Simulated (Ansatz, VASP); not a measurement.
# Two plane-wave programs on AlN

Contents of INCAR:

```
SYSTEM = AlN
  PREC = Accurate
  ENCUT = 520
  EDIFF = 1E-7
  ISMEAR = 0
  SIGMA = 0.05
  LREAL = .FALSE.
  LASPH = .TRUE.
  NELM = 80
  ALGO = Normal
  ISIF = 2
  LWAVE = .FALSE.
  LCHARG = .FALSE.
  GGA = PS
  NBANDS = 16
```

Contents of KPOINTS:

```
Automatic mesh
0
G
  9 9 6
  0 0 0
```

POSCAR

```
AlN
1.0
    3.3920580796      0.0000000000      0.0000000000
   -1.6960290398      2.9376084680      0.0000000000
    0.0000000000      0.0000000000      4.3923760072
Al N
2 2
Direct
    0.3333333333      0.6666666667      0.7500000000
    0.6666666667      0.3333333333      0.2500000000
    0.3333333333      0.6666666667      0.2500000000
    0.6666666667      0.3333333333      0.7500000000
```

Input for Ansatz:

```yaml
crystal:
  lattice:
    - [3.3920580796, 0.0, 0.0]
    - [-1.6960290398, 2.937608468, 0.0]
    - [0.0, 0.0, 4.3923760072]
  atoms:
    - { symbol: Al, position: [0.3333333333, 0.6666666667, 0.75] }
    - { symbol: Al, position: [0.6666666667, 0.3333333333, 0.25] }
    - { symbol: "N", position: [0.3333333333, 0.6666666667, 0.25] }
    - { symbol: "N", position: [0.6666666667, 0.3333333333, 0.75] }
basis:
  ecutwfc: 520.0
kpoints:
  mp_grid: { grid: [9, 9, 6] }
hamiltonian:
  xc: pbesol
  pseudopotentials: { kind: paw, azcp: { folder: soft_1 } }
scf:
  occupations: { method: gaussian, width: 0.05 }
output:
  forces: true
  stress: true
  eigenvalues: true
```

Alike in both runs: task single point; functional PBEsol; k mesh 9 × 9 × 6; occupations gaussian, width 0.05 eV; no spin polarisation.

```csv
,VASP,Ansatz
version,VASP 6.6.1,Ansatz 0.2.0
potentials or method,"VASP PAW PBE potentials, release 64 (Al, N), cutoff 520 eV","scalar-relativistic, plane waves, PAW"
valence electrons in the cell,16,16
```

```tsv
	VASP	Ansatz	Ansatz less VASP
gap on the k mesh at the Fermi level (eV)	2.40	2.39	-0.010
least direct gap on the mesh (eV)	2.40	2.39	-0.010
pressure (GPa)	-18.8	-18.7	+0.05
traceless stress, the component that is largest in VASP (GPa)	0.47	0.49	+0.021
```

VASP's potentials were made for PBE, not for PBEsol, and Ansatz warns of the same on its side.
